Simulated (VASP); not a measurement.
Crystal: ZrB.

```xyz
2
Lattice="1.9614 -1.9857 0.0000 1.9614 1.9857 0.0000 0.0000 0.0000 4.0139" Properties=species:S:1:pos:R:3 pbc="T T T"
Zr    0.0000    0.0000    2.0070
B     1.9614    0.0000    2.0070
```

| Quantity | Value |
| --- | --- |
| Program | VASP 6.6.1 |
| Task | relaxation of cell and atoms |
| Functional | PBEsol |
| Dispersion | D4 |
| Potentials or basis | VASP PAW PBE potentials, release 64 (Zr_sv, B) |
| Cutoff | 600 eV |
| k mesh | 10 × 10 × 7 |
| Occupations | fermi-dirac, width 0.05 eV |
| Spin | no spin polarisation |

At the start: pressure 70.9 GPa; volume 15.63 Å³/atom.

How do energy, volume and symmetry change on relaxing?

Over 22 steps the energy falls by 1876.7 meV/atom and the volume is 16.35 Å³/atom (+4.6 %); space group P4/mmm (No. 123, to 0.1 Å) before and after.

The path:
| step | energy change (eV) | largest force (eV/Å) | pressure (GPa) | volume (Å³) |
| --- | --- | --- | --- | --- |
| 1 | 0.0000 | 0.0000 | 70.93 | 31.27 |
| 2 | 0.1107 | 0.0000 | -19.47 | 70.15 |
| 3 | -3.0508 | 0.0000 | -6.92 | 45.68 |
| 4 | -3.0954 | 0.0000 | -3.81 | 44.29 |
| 5 | -3.1033 | 0.0000 | -1.65 | 43.43 |
| 6 | -3.1026 | 0.0000 | -2.34 | 43.70 |
| 7 | -3.1477 | 0.0000 | -2.15 | 42.47 |
| 8 | -3.3419 | 0.0000 | -1.52 | 38.76 |
| 9 | -3.7147 | 0.0000 | 5.16 | 31.24 |
| 10 | -3.6983 | 0.0000 | 1.65 | 33.30 |
| 11 | -3.7254 | 0.0000 | 3.46 | 32.10 |
| 12 | -3.7391 | 0.0000 | 2.20 | 31.86 |
| 13 | -3.7395 | 0.0000 | 2.35 | 31.89 |
| 14 | -3.7482 | 0.0000 | 1.29 | 32.24 |
| 15 | -3.7531 | 0.0000 | -0.45 | 32.85 |
| 16 | -3.7532 | 0.0000 | -0.23 | 32.77 |
| 17 | -3.7533 | 0.0000 | -0.08 | 32.73 |
| 18 | -3.7533 | 0.0000 | 0.04 | 32.70 |
| 19 | -3.7533 | 0.0000 | 0.03 | 32.70 |
| 20 | -3.7533 | 0.0000 | 0.02 | 32.70 |
| 21 | -3.7533 | 0.0000 | 0.01 | 32.70 |
| 22 | -3.7533 | 0.0000 | -0.01 | 32.70 |

Final structure:
```yaml
crystal:
  lattice:
    - [2.38016, -2.38016, 0.00000]
    - [2.38016, 2.38016, 0.00000]
    - [0.00000, 0.00000, 2.88623]
  atoms:
    - { symbol: Zr, position: [0.00000, 0.00000, 0.50000] }
    - { symbol: B, position: [0.50000, 0.50000, 0.50000] }
```

Caveat: a cell axis changed by over 15 % at a fixed basis, so the end point is rough; the PAW data sets were made with another functional, which shifts forces and pressure a little.
